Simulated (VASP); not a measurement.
# Si2Mo (I4/mmm) in VASP: notebook

Si2Mo is run at these levels: r2SCAN; tasks: single point, relaxation of cell and atoms.

Program: VASP 6.6.1. These are calculated values, not measurements. Logs are shortened: lines on timing, memory, paths and dates and some standing lists are left out, and cuts for length are marked.

## 1. The cell of the first run

It takes space group I4/mmm (No. 139, tetragonal). The conventional cell has a = 3.245 Å, b = 3.245 Å, c = 7.922 Å, α = 90.00°, β = 90.00°, γ = 90.00°. Si (site symmetry 4mm) has 9 Si at 2.60 to 3.24 Å and 5 Mo at 2.64 to 2.66 Å within 3.4 Å. Mo (site symmetry 4/mmm) has 10 Si at 2.64 to 2.66 Å and 4 Mo at 3.24 Å within 3.5 Å.

## 2. Single point, r2SCAN

POSCAR

```
Si2Mo
1.0
   -1.6223047100      1.6223047100      3.9611301900
    1.6223047100     -1.6223047100      3.9611301900
    1.6223047100      1.6223047100     -3.9611301900
Si Mo
2 1
Direct
    0.3360089506      0.3360089506      0.0000000000
    0.6639910494      0.6639910494      0.0000000000
    0.0000000000      0.0000000000      0.0000000000
```

INCAR.step1

```
SYSTEM = Si2Mo
PREC     = Accurate       ! precision mode
ENCUT    = 520            ! plane-wave cutoff, eV
ISMEAR   = -1             ! smearing method
SIGMA    = 0.1            ! smearing width, eV
LREAL    = .False.        ! projectors in reciprocal space
LASPH    = .True.         ! aspherical terms in the spheres
NELM     = 100            ! most SCF steps
NBANDS   = 18             ! bands
GGA      = PE             ! functional
ALGO     = Normal         ! electronic algorithm
EDIFF    = 1E-4           ! SCF threshold, eV
LWAVE    = .True.         ! write WAVECAR
LCHARG   = .False.        ! write CHGCAR
```

INCAR.step2

```
SYSTEM = Si2Mo
PREC     = Accurate       ! precision mode
ENCUT    = 520            ! plane-wave cutoff, eV
EDIFF    = 1E-6           ! SCF threshold, eV
ISMEAR   = -1             ! smearing method
SIGMA    = 0.1            ! smearing width, eV
LREAL    = .False.        ! projectors in reciprocal space
LASPH    = .True.         ! aspherical terms in the spheres
NELM     = 100            ! most SCF steps
ALGO     = Normal         ! electronic algorithm
ISIF     = 2              ! what is computed and relaxed
LWAVE    = .False.        ! write WAVECAR
LCHARG   = .True.         ! write CHGCAR
METAGGA  = R2SCAN         ! meta-GGA
LMIXTAU  = .True.       
LELF     = .True.         ! ELF
LVHAR    = .True.       
NBANDS   = 18             ! bands
ISTART   = 1
```

KPOINTS

```
Automatic mesh
0
Gamma
  13 13 13
  0 0 0
```

Potentials or basis: VASP PAW PBE potentials, release 64 (Si, Mo_sv).

Started as:

```
> cat potpaw_PBE.64/Si/POTCAR potpaw_PBE.64/Mo_sv/POTCAR > POTCAR
> cp INCAR.step1 INCAR
> mpirun -np 1 vasp_std > vasp.out
> cp INCAR.step2 INCAR
> mpirun -np 1 vasp_std > vasp.out
```

OUTCAR:

```text
SYSTEM = Si2Mo
   PREC = Accurate
   ENCUT = 520
   EDIFF = 1E-6
   ISMEAR = -1
   LREAL = .False.
   LASPH = .True.
   NELM = 100
   ISIF = 2
   METAGGA = R2SCAN
   ISTART = 1

 ion  position               nearest neighbor table
   1  0.336  0.336  0.000-   2 2.60   3 2.64   3 2.64   3 2.64   3 2.64   3 2.66   2 2.67   2 2.67
                             2 2.67   2 2.67
   2  0.664  0.664  0.000-   1 2.60   3 2.64   3 2.64   3 2.64   3 2.64   3 2.66   1 2.67   1 2.67
                             1 2.67   1 2.67
   3  0.000  0.000  0.000-   2 2.64   2 2.64   2 2.64   1 2.64   2 2.64   1 2.64   1 2.64   1 2.64
                             1 2.66   2 2.66

  LATTYP: Found a body centered tetragonal cell.
 ALAT       =     3.2446094200
 C/A-ratio  =     2.4416684274

  Lattice vectors:

 A1 = (  -1.6223047100,   1.6223047100,   3.9611301900)
 A2 = (   1.6223047100,  -1.6223047100,   3.9611301900)
 A3 = (   1.6223047100,   1.6223047100,  -3.9611301900)

Analysis of symmetry for initial positions (statically):
=====================================================================
 Subroutine PRICEL returns:
 Original cell was already a primitive cell.

 Routine SETGRP: Setting up the symmetry group for a
 body centered tetragonal supercell.

 Subroutine GETGRP returns: Found 16 space group operations
 (whereof 16 operations were pure point group operations)
 out of a pool of 16 trial point group operations.

The static configuration has the point symmetry D_4h.

Analysis of symmetry for dynamics (positions and initial velocities):
=====================================================================
 Subroutine PRICEL returns:
 Original cell was already a primitive cell.

 Routine SETGRP: Setting up the symmetry group for a
 body centered tetragonal supercell.

 Subroutine GETGRP returns: Found 16 space group operations
 (whereof 16 operations were pure point group operations)
 out of a pool of 16 trial point group operations.

The dynamic configuration has the point symmetry D_4h.

 Subroutine INISYM returns: Found 16 space group operations
 (whereof 16 operations are pure point group operations),
 and found     1 'primitive' translations

----------------------------------------------------------------------------------------

                                     Primitive cell

  volume of cell :      41.7008

  direct lattice vectors                    reciprocal lattice vectors
    -1.622304710  1.622304710  3.961130190     0.000000000  0.308203506  0.126226601
     1.622304710 -1.622304710  3.961130190     0.308203506  0.000000000  0.126226601
     1.622304710  1.622304710 -3.961130190     0.308203506  0.308203506  0.000000000

  length of vectors
     4.577586430  4.577586430  4.577586430     0.333050381  0.333050381  0.435865579

  position of ions in fractional coordinates (direct lattice)
     0.336008951  0.336008951  0.000000000
     0.663991049  0.663991049  0.000000000
     0.000000000  0.000000000  0.000000000

  ion indices of the primitive-cell ions
   primitive index   ion index
                 1           1
                 2           2
                 3           3

----------------------------------------------------------------------------------------

 KPOINTS: Automatic mesh

Automatic generation of k-mesh.
 Grid dimensions read from file:
 generate k-points for:   13   13   13

 Generating k-lattice:

  Cartesian coordinates                     Fractional coordinates (reciprocal lattice)
     0.000000000  0.023707962  0.009709739     0.076923077  0.000000000 -0.000000000
     0.023707962  0.000000000  0.009709739     0.000000000  0.076923077 -0.000000000
     0.023707962  0.023707962  0.000000000     0.000000000  0.000000000  0.076923077

  Length of vectors
     0.025619260  0.025619260  0.033528121

  Shift w.r.t. Gamma in fractional coordinates (k-lattice)
     0.000000000  0.000000000  0.000000000

 Subroutine IBZKPT returns following result:
 ===========================================

 Found    196 irreducible k-points:

 Following reciprocal coordinates:
            Coordinates               Weight
  0.000000  0.000000  0.000000      1.000000
  0.076923 -0.000000  0.000000      8.000000
  0.153846 -0.000000  0.000000      8.000000
  0.230769 -0.000000  0.000000      8.000000
  0.307692 -0.000000  0.000000      8.000000
  0.384615 -0.000000  0.000000      8.000000
[... 16 lines left out ...]
  0.384615  0.153846  0.000000     16.000000
  0.461538  0.153846  0.000000     16.000000
 [... further k-points ...]
   k-points           NKPTS =    196   k-points in BZ     NKDIM =    196   number of bands    NBANDS=     18
   number of dos      NEDOS =    301   number of ions     NIONS =      3
   total plane-waves  NPLWV =  46656
   dimension x,y,z NGX =    36 NGY =   36 NGZ =   36
   dimension x,y,z NGXF=    72 NGYF=   72 NGZF=   72
   ions per type =               2   1
   NGX,Y,Z   is equivalent  to a cutoff of  13.07, 13.07, 13.07 a.u.
   NGXF,Y,Z  is equivalent  to a cutoff of  26.15, 26.15, 26.15 a.u.
 SYSTEM =  Si2Mo
   PREC   = accura    normal or accurate (medium, high low for compatibility)
   ISTART =      1    job   : 0-new  1-cont  2-samecut
   ICHARG =      0    charge: 1-file 2-atom 10-const
   ISPIN  =      1    spin polarized calculation?
   LNONCOLLINEAR =      F non collinear calculations
   LSORBIT =      F    spin-orbit coupling
   LASPH  =      T    aspherical Exc in radial PAW
   ENCUT  =  520.0 eV  38.22 Ry    6.18 a.u.   8.51  8.51  8.51*2*pi/ulx,y,z
   NELM   =    100;   NELMIN=  2; NELMDL=  0     # of ELM steps
   EDIFF  = 0.1E-05   stopping-criterion for ELM
   LREAL  =      F    real-space projection
[... 7 lines left out ...]
   TEBEG  =    0.0;   TEEND  =   0.0 temperature during run
   PSTRESS=    0.0 pullay stress
   NELECT =      22.0000    total number of electrons
   NUPDOWN=      -1.0000    fix difference up-down
   EMIN   =  10.00;   EMAX   =-10.00  energy-range for DOS
   EFERMI =   0.00;   METHOD = LEGACY
   ISMEAR =    -1;   SIGMA  =   0.10  broadening in eV -4-tet -1-fermi 0-gaus
   EFERMI_NEDOS =   21; number of points for ismear=-14 and -15
   IALGO  =     38    algorithm
   IMIX   =      4    mixing-type and parameters
     AMIX     =   0.40;   BMIX     =  1.00
     AMIX_MAG =   1.60;   BMIX_MAG =  1.00
  volume/ion in A,a.u.               =      13.90        93.80
  Fermi-wavevector in a.u.,A,eV,Ry     =   1.322821  2.499769 23.808227  1.749855
  Thomas-Fermi vector in A             =   2.452474
   LORBIT       =      0    0 simple, 1 ext, 2 COOP (PROOUT), +10 PAW based schemes
   METAGGA = R2SCAN    functional components
   LHFCALC =     F    Hartree Fock is set to
   AEXX    =    0.0000 exact exchange contribution
   IVDW    =     0    specifies the selected vdW correction
   LEPSILON=     F    determine dielectric tensor
   LRPA    =     F    only Hartree local field effects (RPA)
 non-spin polarized calculation
  energy-cutoff  :      520.00
  volume of cell :       41.70
 maximum number of plane-waves:      1147
 NGX is ok and might be reduce to    36
   NGX = 17   NGY = 17   NGZ = 17

 number of electron      22.0000000 magnetization

 Free energy of the ion-electron system (eV)
  ---------------------------------------------------
  ext. energy  EPLUGINS =         0.00000000
  ---------------------------------------------------
  free energy    TOTEN  =       -44.98195792 eV

  energy without entropy =      -44.97354274  energy(sigma->0) =      -44.97775033

 E-fermi :  11.7090     XC(G=0): -13.1963

 val. band max:       11.7030482351   @ k =  -0.0769  -0.1538   0.0769
 cond. band min:      11.7149838647   @ k =  -0.4615  -0.4615   0.3077
 fundamental gap:      0.0119356295
 Fermi energy:        11.7089634611

 k-point     1 :       0.0000    0.0000    0.0000
  band No.  band energies     occupation
      1     -50.9600      2.00000
      2     -24.3687      2.00000
      3     -24.3077      2.00000
      4     -24.3077      2.00000
      5      -2.1568      2.00000
      6       5.1712      2.00000
[... 10 lines left out ...]
     17      16.9265      0.00000
     18      16.9265      0.00000

 k-point     2 :       0.0769   -0.0000    0.0000
  band No.  band energies     occupation
      1     -50.9590      2.00000
      2     -24.3676      2.00000
      3     -24.3218      2.00000
      4     -24.3064      2.00000
      5      -2.0462      2.00000
      6       5.1702      2.00000
[... 10 lines left out ...]
     17      17.0024      0.00000
     18      17.6394      0.00000

 k-point     3 :       0.1538   -0.0000    0.0000
  band No.  band energies     occupation
      1     -50.9563      2.00000
      2     -24.3650      2.00000
      3     -24.3603      2.00000
      4     -24.3027      2.00000
      5      -1.7189      2.00000
      6       5.1253      2.00000
[... 10 lines left out ...]
     17      17.4801      0.00000
     18      19.0468      0.00000

 k-point     4 :       0.2308   -0.0000    0.0000
  band No.  band energies     occupation
      1     -50.9524      2.00000
      2     -24.4151      2.00000
      3     -24.3604      2.00000
      4     -24.2974      2.00000
      5      -1.1886      2.00000
      6       4.8785      2.00000
[... 10 lines left out ...]
     17      18.4298      0.00000
     18      20.7033      0.00000

 k-point     5 :       0.3077   -0.0000    0.0000
  band No.  band energies     occupation
      1     -50.9483      2.00000
      2     -24.4722      2.00000
      3     -24.3560      2.00000
      4     -24.2919      2.00000
      5      -0.4775      2.00000
      6       4.2639      2.00000
[... 10 lines left out ...]
     17      18.9325      0.00000
     18      21.0052      0.00000

 k-point     6 :       0.3846   -0.0000    0.0000
  band No.  band energies     occupation
      1     -50.9448      2.00000
      2     -24.5192      2.00000
      3     -24.3523      2.00000
      4     -24.2873      2.00000
      5       0.3836      2.00000
      6       3.3799      2.00000
[... 307 lines left out ...]
 k-point    21 :       0.2308    0.1538    0.0000
  band No.  band energies     occupation
      1     -50.9487      2.00000
      2     -24.4090      2.00000
      3     -24.3582      2.00000
      4     -24.3485      2.00000
      5      -0.6225      2.00000
      6       4.3425      2.00000
[... 10 lines left out ...]
     17      18.7994      0.00000
     18      20.4542      0.00000

 k-point    22 :       0.3077    0.1538    0.0000
  band No.  band energies     occupation
      1     -50.9446      2.00000
      2     -24.4652      2.00000
      3     -24.3532      2.00000
      4     -24.3424      2.00000
      5       0.0936      2.00000
      6       3.9404      2.00000
[... 10 lines left out ...]
     17      19.4656      0.00000
     18      20.4779      0.00000

 k-point    23 :       0.3846    0.1538    0.0000
  band No.  band energies     occupation
      1     -50.9412      2.00000
      2     -24.5114      2.00000
      3     -24.3484      2.00000
      4     -24.3372      2.00000
      5       0.9345      2.00000
      6       3.2601      2.00000
[... 10 lines left out ...]
     17      19.5483      0.00000
     18      20.7031      0.00000

 k-point    24 :       0.4615    0.1538    0.0000
  band No.  band energies     occupation
      1     -50.9393      2.00000
      2     -24.5373      2.00000
      3     -24.3450      2.00000
      4     -24.3342      2.00000
      5       1.8365      2.00000
      6       2.3873      2.00000
[... 10 lines left out ...]
     17      19.5592      0.00000
     18      20.9488      0.00000

 [... further k-points ...]
[... 5 lines left out ...]
  --------------------------------------------------------------------------------------
  -------------------------------------------------------------------------------------
  Total       -1.8869491     -1.8869491     -2.1724086      0.0000000     -0.0000000      0.0000000
  in kB      -72.4981302    -72.4981302    -83.4657159      0.0000000     -0.0000000      0.0000000
  external PRESSURE =     -76.1539921 kB  Pullay stress =       0.0000000 kB

 VOLUME and BASIS-vectors are now :
 -----------------------------------------------------------------------------
  energy-cutoff  :      520.00
  volume of cell :       41.70
      direct lattice vectors                 reciprocal lattice vectors
    -1.622304710  1.622304710  3.961130190     0.000000000  0.308203506  0.126226601
     1.622304710 -1.622304710  3.961130190     0.308203506  0.000000000  0.126226601
     1.622304710  1.622304710 -3.961130190     0.308203506  0.308203506  0.000000000

 POSITION                                       TOTAL-FORCE (eV/Angst)
 -----------------------------------------------------------------------------------
      0.00000      0.00000      2.66195         0.000000      0.000000     -0.006056
      0.00000      0.00000      5.26031        -0.000000     -0.000000      0.006056
      0.00000      0.00000      0.00000        -0.000000     -0.000000     -0.000000
 -----------------------------------------------------------------------------------
    total drift:                                0.000000     -0.000000      0.000000

  FREE ENERGIE OF THE ION-ELECTRON SYSTEM (eV)
  ---------------------------------------------------
  free  energy   TOTEN  =       -44.9819579171 eV

  energy  without entropy=      -44.9735427353  energy(sigma->0) =      -44.97775033
```

It took 21 min on 1 thread of Intel Xeon 8259CL, shared host; peak memory 0.31 GiB.

What came out:

```
Free energy            : -44.9820 eV
Pressure               : -7.6 GPa
Largest force          : 0.006 eV/Å
Band gap on the k mesh : zero (bands 11 and 12 overlap by 0.84 eV)
```

Forces in eV/Å, atoms in the order of the input:
```
Si   0.000  0.000 -0.006
Si   0.000  0.000  0.006
Mo   0.000  0.000  0.000
```

Stress tensor (GPa, compression positive):
```
-7.25  0.00  0.00
 0.00 -7.25  0.00
 0.00  0.00 -8.35
```

Caveat: the cell stands under tension; the PAW data sets were made with another functional, which shifts forces and pressure a little.

(Part 1 of 2 ends here.)

The gap in the log of VASP goes by the Fermi energy; the results here count the filled bands.